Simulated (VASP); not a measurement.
# Sc3B2P (P6/mmm) in VASP: a series of runs

Runs on Sc3B2P. Level: PBE. Tasks: single point.

Everything below comes from runs of VASP 6.6.1. Logs are shortened: lines on timing, memory, paths and dates and some standing lists are left out, and cuts for length are marked.

## 1. The cell of the first run

It takes space group P6/mmm (No. 191, hexagonal). The conventional cell has a = 6.249 Å, b = 6.249 Å, c = 3.151 Å, α = 90.00°, β = 90.00°, γ = 120.00°. Sc (site symmetry mmm) has 4 B at 2.40 Å and 6 Sc at 3.12 to 3.15 Å within 3.2 Å. Within 3.2 Å of B (site symmetry -6m2) lie 6 Sc at 2.40 Å and 2 B at 3.15 Å. P (site symmetry 6/mmm) has 2 P at 3.15 Å and 12 Sc at 3.50 Å and 6 B at 3.61 Å within 4.1 Å.

The cell was generated, and may not be a known phase.

## 2. Single point, PBE

File INCAR:

```
ALGO     = Fast           # electronic algorithm
EDIFF    = 1E-6           # SCF threshold, eV
ENCUT    = 520            # plane-wave cutoff, eV
GGA      = PE             # functional
ISIF     = 2              # what is computed and relaxed
ISMEAR   = 0              # smearing method
LASPH    = True           # aspherical terms in the spheres
LCHARG   = False          # write CHGCAR
LREAL    = False          # projectors in reciprocal space
LWAVE    = False          # write WAVECAR
NBANDS   = 31             # bands
NELM     = 80             # most SCF steps
PREC     = Accurate       # precision mode
SIGMA    = 0.1            # smearing width, eV
```

File KPOINTS:

```
k-points
0
Gamma
  6 6 4
```

File POSCAR:

```
Sc3B2P
1.0
    6.2491792642      0.0000000035      0.0000000000
   -3.1245896351      5.4119479939      0.0000000000
    0.0000000000      0.0000000000      3.1510630837
Sc B P
3 2 1
Direct
    0.5000000000      0.0000000000      0.5000000000
    0.5000000000      0.5000000000      0.5000000000
    0.0000000000      0.5000000000      0.5000000000
    0.6666666667      0.3333333333      0.0000000000
    0.3333333333      0.6666666667      0.0000000000
    0.0000000000      0.0000000000      0.0000000000
```

Potentials or basis: VASP PAW PBE potentials, release 64 (Sc_sv, B, P).

Command:

```sh
$ cat potpaw_PBE.64/Sc_sv/POTCAR potpaw_PBE.64/B/POTCAR potpaw_PBE.64/P/POTCAR > POTCAR
$ mpirun -np 1 vasp_std > vasp.out
```

OUTCAR:

```text
EDIFF = 1E-6
   ENCUT = 520
   GGA = PE
   ISIF = 2
   ISMEAR = 0
   LASPH = True
   LREAL = False
   NELM = 80
   PREC = Accurate

 ion  position               nearest neighbor table
   1  0.500  0.000  0.500-   4 2.40   5 2.40   4 2.40   5 2.40   2 3.12   2 3.12   3 3.12   3 3.12

   2  0.500  0.500  0.500-   4 2.40   5 2.40   4 2.40   5 2.40   3 3.12   3 3.12   1 3.12   1 3.12

   3  0.000  0.500  0.500-   4 2.40   5 2.40   4 2.40   5 2.40   2 3.12   2 3.12   1 3.12   1 3.12

   4  0.667  0.333  0.000-   3 2.40   3 2.40   1 2.40   1 2.40   2 2.40   2 2.40
   5  0.333  0.667  0.000-   3 2.40   3 2.40   1 2.40   1 2.40   2 2.40   2 2.40
   6  0.000  0.000  0.000-

  LATTYP: Found a hexagonal cell.
 ALAT       =     6.2491792642
 C/A-ratio  =     0.5042363086

  Lattice vectors:

 A1 = (   6.2491792642,   0.0000000035,   0.0000000000)
 A2 = (  -3.1245896351,   5.4119479939,   0.0000000000)
 A3 = (   0.0000000000,   0.0000000000,   3.1510630837)

Analysis of symmetry for initial positions (statically):
=====================================================================
 Subroutine PRICEL returns:
 Original cell was already a primitive cell.

 Routine SETGRP: Setting up the symmetry group for a
 hexagonal supercell.

 Subroutine GETGRP returns: Found 24 space group operations
 (whereof 24 operations were pure point group operations)
 out of a pool of 24 trial point group operations.

The static configuration has the point symmetry D_6h.

Analysis of symmetry for dynamics (positions and initial velocities):
=====================================================================
 Subroutine PRICEL returns:
 Original cell was already a primitive cell.

 Routine SETGRP: Setting up the symmetry group for a
 hexagonal supercell.

 Subroutine GETGRP returns: Found 24 space group operations
 (whereof 24 operations were pure point group operations)
 out of a pool of 24 trial point group operations.

The dynamic configuration has the point symmetry D_6h.

 Subroutine INISYM returns: Found 24 space group operations
 (whereof 24 operations are pure point group operations),
 and found     1 'primitive' translations

----------------------------------------------------------------------------------------

                                     Primitive cell

  volume of cell :     106.5697

  direct lattice vectors                    reciprocal lattice vectors
     6.249179264  0.000000003  0.000000000     0.160021014  0.092388175  0.000000000
    -3.124589635  5.411947994  0.000000000    -0.000000000  0.184776351  0.000000000
     0.000000000  0.000000000  3.151063084     0.000000000  0.000000000  0.317353215

  length of vectors
     6.249179264  6.249179264  3.151063084     0.184776351  0.184776351  0.317353215

  position of ions in fractional coordinates (direct lattice)
     0.500000000  0.000000000  0.500000000
     0.500000000  0.500000000  0.500000000
     0.000000000  0.500000000  0.500000000
     0.666666667  0.333333333  0.000000000
     0.333333333  0.666666667  0.000000000
     0.000000000  0.000000000  0.000000000

  ion indices of the primitive-cell ions
   primitive index   ion index
                 1           1
                 2           2
                 3           3
                 4           4
                 5           5
                 6           6

----------------------------------------------------------------------------------------

 KPOINTS: k-points

Automatic generation of k-mesh.
 Grid dimensions read from file:
 generate k-points for:    6    6    4

 Generating k-lattice:

  Cartesian coordinates                     Fractional coordinates (reciprocal lattice)
     0.026670169  0.015398029  0.000000000     0.166666667  0.000000000  0.000000000
    -0.000000000  0.030796058  0.000000000     0.000000000  0.166666667  0.000000000
     0.000000000  0.000000000  0.079338304     0.000000000  0.000000000  0.250000000

  Length of vectors
     0.030796058  0.030796058  0.079338304

  Shift w.r.t. Gamma in fractional coordinates (k-lattice)
     0.000000000  0.000000000  0.000000000

 Subroutine IBZKPT returns following result:
 ===========================================

 Found     21 irreducible k-points:

 Following reciprocal coordinates:
            Coordinates               Weight
  0.000000  0.000000  0.000000      1.000000
  0.166667 -0.000000  0.000000      6.000000
  0.333333 -0.000000  0.000000      6.000000
  0.500000  0.000000  0.000000      3.000000
  0.166667  0.166667  0.000000      6.000000
  0.333333  0.166667  0.000000     12.000000
[... 13 lines left out ...]
  0.333333  0.166667  0.500000     12.000000
  0.333333  0.333333  0.500000      2.000000
   k-points           NKPTS =     21   k-points in BZ     NKDIM =     21   number of bands    NBANDS=     31
   number of dos      NEDOS =    301   number of ions     NIONS =      6
   total plane-waves  NPLWV =  55296
   dimension x,y,z NGX =    48 NGY =   48 NGZ =   24
   dimension x,y,z NGXF=    96 NGYF=   96 NGZF=   48
   ions per type =               3   2   1
   NGX,Y,Z   is equivalent  to a cutoff of  12.77, 12.77, 12.66 a.u.
   NGXF,Y,Z  is equivalent  to a cutoff of  25.54, 25.54, 25.32 a.u.
 SYSTEM =  unknown system
   PREC   = accura    normal or accurate (medium, high low for compatibility)
   ISTART =      0    job   : 0-new  1-cont  2-samecut
   ICHARG =      2    charge: 1-file 2-atom 10-const
   ISPIN  =      1    spin polarized calculation?
   LNONCOLLINEAR =      F non collinear calculations
   LSORBIT =      F    spin-orbit coupling
   LASPH  =      T    aspherical Exc in radial PAW
   ENCUT  =  520.0 eV  38.22 Ry    6.18 a.u.  11.62 11.62  5.86*2*pi/ulx,y,z
   NELM   =     80;   NELMIN=  2; NELMDL= -5     # of ELM steps
   EDIFF  = 0.1E-05   stopping-criterion for ELM
   LREAL  =      F    real-space projection
   EDIFFG = 0.1E-04   stopping-criterion for IOM
   NSW    =      0    number of steps for IOM
   IBRION =     -1    ionic relax: 0-MD 1-quasi-New 2-CG
   NFREE  =      0    steps in history (QN), initial steepest desc. (CG)
   ISIF   =      2    stress and relaxation
   ISYM   =      2    0-nonsym 1-usesym 2-fastsym
   POTIM  = 0.5000    time-step for ionic-motion
   TEBEG  =    0.0;   TEEND  =   0.0 temperature during run
   PSTRESS=    0.0 pullay stress
   NELECT =      44.0000    total number of electrons
   NUPDOWN=      -1.0000    fix difference up-down
   EMIN   =  10.00;   EMAX   =-10.00  energy-range for DOS
   EFERMI =   0.00;   METHOD = LEGACY
   ISMEAR =     0;   SIGMA  =   0.10  broadening in eV -4-tet -1-fermi 0-gaus
   EFERMI_NEDOS =   21; number of points for ismear=-14 and -15
   IALGO  =     68    algorithm
   IMIX   =      4    mixing-type and parameters
     AMIX     =   0.40;   BMIX     =  1.00
     AMIX_MAG =   1.60;   BMIX_MAG =  1.00
  volume/ion in A,a.u.               =      17.76       119.86
  Fermi-wavevector in a.u.,A,eV,Ry     =   1.219030  2.303633 20.218731  1.486035
  Thomas-Fermi vector in A             =   2.354296
   LORBIT       =      0    0 simple, 1 ext, 2 COOP (PROOUT), +10 PAW based schemes
   GGA     = PE    functional components
   LHFCALC =     F    Hartree Fock is set to
   AEXX    =    0.0000 exact exchange contribution
   IVDW    =     0    specifies the selected vdW correction
   LEPSILON=     F    determine dielectric tensor
   LRPA    =     F    only Hartree local field effects (RPA)
 non-spin polarized calculation
 RMM-DIIS sequential band-by-band and
 Gauss-broadening in eV      SIGMA  =   0.10
  energy-cutoff  :      520.00
  volume of cell :      106.57
 maximum number of plane-waves:      2904
 NGX is ok and might be reduce to    48
   NGX = 23   NGY = 23   NGZ = 11

 number of electron      44.0000012 magnetization

 Free energy of the ion-electron system (eV)
  ---------------------------------------------------
  ext. energy  EPLUGINS =         0.00000000
  ---------------------------------------------------
  free energy    TOTEN  =       -36.81701507 eV

  energy without entropy =      -36.79785001  energy(sigma->0) =      -36.80743254

 E-fermi :   3.9448     XC(G=0): -10.1774

 val. band max:        3.9413498037   @ k =   0.3333  -0.0000   0.0000
 cond. band min:       4.0016116377   @ k =   0.0000   0.0000   0.0000
 fundamental gap:      0.0602618340
 Fermi energy:         3.9448306202

 k-point     1 :       0.0000    0.0000    0.0000
  band No.  band energies     occupation
      1     -44.9926      2.00000
      2     -44.9389      2.00000
      3     -44.9389      2.00000
      4     -23.8730      2.00000
      5     -23.8730      2.00000
      6     -23.8009      2.00000
[... 23 lines left out ...]
     30       6.7957      0.00000
     31       7.4448      0.00000

 k-point     2 :       0.1667   -0.0000    0.0000
  band No.  band energies     occupation
      1     -44.9894      2.00000
      2     -44.9421      2.00000
      3     -44.9389      2.00000
      4     -23.8711      2.00000
      5     -23.8602      2.00000
      6     -23.7758      2.00000
[... 23 lines left out ...]
     30       6.9055      0.00000
     31       7.0425      0.00000

 k-point     3 :       0.3333   -0.0000    0.0000
  band No.  band energies     occupation
      1     -44.9813      2.00000
      2     -44.9503      2.00000
      3     -44.9389      2.00000
      4     -23.8691      2.00000
      5     -23.8268      2.00000
      6     -23.7277      2.00000
[... 23 lines left out ...]
     30       7.3392      0.00000
     31       7.4703      0.00000

 k-point     4 :       0.5000    0.0000    0.0000
  band No.  band energies     occupation
      1     -44.9747      2.00000
      2     -44.9569      2.00000
      3     -44.9389      2.00000
      4     -23.8686      2.00000
      5     -23.7970      2.00000
      6     -23.7545      2.00000
[... 23 lines left out ...]
     30       7.4341      0.00000
     31       7.7113      0.00000

 k-point     5 :       0.1667    0.1667    0.0000
  band No.  band energies     occupation
      1     -44.9837      2.00000
      2     -44.9479      2.00000
      3     -44.9389      2.00000
      4     -23.8649      2.00000
      5     -23.8420      2.00000
      6     -23.7269      2.00000
[... 23 lines left out ...]
     30       7.0064      0.00000
     31       7.4010      0.00000
[... 440 lines left out ...]
     30       6.4557      0.00000
     31       7.0474      0.00000

 k-point    19 :       0.1667    0.1667    0.5000
  band No.  band energies     occupation
      1     -44.9510      2.00000
      2     -44.9162      2.00000
      3     -44.9075      2.00000
      4     -23.8272      2.00000
      5     -23.8049      2.00000
      6     -23.7558      2.00000
[... 23 lines left out ...]
     30       6.8214      0.00000
     31       6.8359      0.00000

 k-point    20 :       0.3333    0.1667    0.5000
  band No.  band energies     occupation
      1     -44.9423      2.00000
      2     -44.9249      2.00000
      3     -44.9075      2.00000
      4     -23.8224      2.00000
      5     -23.7745      2.00000
      6     -23.7418      2.00000
[... 23 lines left out ...]
     30       6.5215      0.00000
     31       6.9436      0.00000

 k-point    21 :       0.3333    0.3333    0.5000
  band No.  band energies     occupation
      1     -44.9336      2.00000
      2     -44.9336      2.00000
      3     -44.9075      2.00000
      4     -23.8142      2.00000
      5     -23.7518      2.00000
      6     -23.7518      2.00000
[... 23 lines left out ...]
     30       6.7593      0.00000
     31       6.9249      0.00000

------------------------ aborting loop because EDIFF is reached ----------------------------------------

  FORCE on cell =-STRESS in cart. coord.  units (eV):
  Direction    XX          YY          ZZ          XY          YZ          ZX
  --------------------------------------------------------------------------------------
  -------------------------------------------------------------------------------------
  Total        0.1254219      0.1254219      0.0557124      0.0000000      0.0000000     -0.0000000
  in kB        1.8856033      1.8856033      0.8375842      0.0000000      0.0000000     -0.0000000
  external PRESSURE =       1.5362636 kB  Pullay stress =       0.0000000 kB

 VOLUME and BASIS-vectors are now :
 -----------------------------------------------------------------------------
  energy-cutoff  :      520.00
  volume of cell :      106.57
      direct lattice vectors                 reciprocal lattice vectors
     6.249179264  0.000000003  0.000000000     0.160021014  0.092388175  0.000000000
    -3.124589635  5.411947994  0.000000000    -0.000000000  0.184776351  0.000000000
     0.000000000  0.000000000  3.151063084     0.000000000  0.000000000  0.317353215

 POSITION                                       TOTAL-FORCE (eV/Angst)
 -----------------------------------------------------------------------------------
      3.12459      0.00000      1.57553         0.000000      0.000000     -0.000000
      1.56229      2.70597      1.57553         0.000000      0.000000     -0.000000
     -1.56229      2.70597      1.57553         0.000000      0.000000     -0.000000
      3.12459      1.80398      0.00000        -0.000000     -0.000000     -0.000000
     -0.00000      3.60797      0.00000         0.000000      0.000000      0.000000
      0.00000      0.00000      0.00000         0.000000      0.000000     -0.000000
 -----------------------------------------------------------------------------------
    total drift:                               -0.000000      0.000000     -0.000000

  FREE ENERGIE OF THE ION-ELECTRON SYSTEM (eV)
  ---------------------------------------------------
  free  energy   TOTEN  =       -36.8170150668 eV

  energy  without entropy=      -36.7978500113  energy(sigma->0) =      -36.80743254
```

It took 2.8 min on 1 thread of Oxide Virtual Turin-like, shared host; peak memory 0.22 GiB.

Results:

```yaml
Free_energy: -36.8170 eV
Pressure: 0.2 GPa
Band_gap_on_the_k_mesh: zero (bands 22 and 23 overlap by 1.05 eV)
```

Levels at points of the mesh, in eV from the Fermi level:
| k point | band 20 | band 21 | band 22 | band 23 | band 24 | band 25 |
| --- | --- | --- | --- | --- | --- | --- |
| (0.00, 0.00, 0.00) | -0.39 | 0.06 | 0.78 | 0.78 | 1.46 | 2.16 |
| (0.50, 0.00, 0.00) | -0.65 | -0.33 | 0.24 | 0.51 | 1.11 | 1.70 |
| (0.00, 0.00, 0.50) | -0.49 | 0.32 | 0.32 | 0.45 | 0.45 | 0.89 |
| (0.50, 0.00, 0.50) | -0.96 | -0.88 | -0.86 | 0.83 | 0.87 | 1.60 |

Caveat: the k points lie up to 0.50 Å⁻¹ apart, too coarse for converged energies and pressures of a metal.

[end of part 1 of 2]

The gap in the log of VASP goes by the Fermi energy; the results here count the filled bands.